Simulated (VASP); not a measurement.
Write the native input for VASP 6.6.1 that does the following.

```yaml
Task: single point
Functional: r2SCAN0
Potentials_or_basis: VASP PAW PBE potentials, release 64 (Cs_sv, Br)
Cutoff: 440 eV
k_mesh: 4 × 4 × 4
Occupations: gaussian, width 0.01 eV
Spin: no spin polarisation
Dipole_correction: no
Grid_for_exact_exchange_PRECFOCK: Normal
Further_INCAR_settings: ALGO = Normal; EDIFF = 1e-06; NBANDS = 15
Share_of_exact_exchange: 0.25
```

CsBr:

```
CELL_PARAMETERS angstrom
4.31960 0.00000 0.00000
0.00000 4.31960 0.00000
0.00000 0.00000 4.31960
ATOMIC_POSITIONS crystal
Cs 0.00000 0.00000 0.00000
Br 0.50000 0.50000 0.50000
```

The input as run:

POSCAR

```
CsBr
1.0
    4.3195965033      0.0000000000      0.0000000000
    0.0000000000      4.3195965033      0.0000000000
    0.0000000000      0.0000000000      4.3195965033
Cs Br
1 1
Direct
    0.0000000000      0.0000000000      0.0000000000
    0.5000000000      0.5000000000      0.5000000000
```

INCAR.step1

```
  PREC = Accurate
  ENCUT = 440
  EDIFF = 1E-5
  ISMEAR = 0
  SIGMA = 0.01
  LREAL = False
  LASPH = True
  NELM = 120
  ALGO = Normal
  ISIF = 2
  LWAVE = True
  NBANDS = 15
  GGA = PE
  GGA_COMPAT = False
```

INCAR.step2

```
  PREC = Accurate
  ENCUT = 440
  EDIFF = 1E-6
  ISMEAR = 0
  SIGMA = 0.01
  LREAL = False
  LASPH = True
  NELM = 120
  ALGO = Normal
  ISIF = 2
  LWAVE = False
  LCHARG = True
  METAGGA = R2SCAN
  LHFCALC = True
  AEXX = 0.25
  LMIXTAU = True
  PRECFOCK = Normal
  LELF = True
  LVHAR = True
  NBANDS = 15
  ISTART = 1
  GGA_COMPAT = False
```

KPOINTS

```
Automatic mesh
0
Gamma
  4 4 4
```

Potentials or basis: VASP PAW PBE potentials, release 64 (Cs_sv, Br).

Run with:

```sh
$ cat potpaw_PBE.64/Cs_sv/POTCAR potpaw_PBE.64/Br/POTCAR > POTCAR
$ cp INCAR.step1 INCAR
$ mpirun -np 1 vasp_std > vasp.out
$ cp INCAR.step2 INCAR
$ mpirun -np 1 vasp_std > vasp.out
```

It gave:

```yaml
Pressure: -0.2 GPa
Band_gap_on_the_k_mesh: 6.74 eV
```

Caveat: the PAW data sets were made with another functional, which shifts forces and pressure a little; spin-orbit coupling is left out, which moves the levels of the heavy elements.

It took 2.5 min on 1 thread of Intel(R) Xeon(R) 6975P-C (Granite Rapids), on a shared host, peak memory 0.18 GiB.
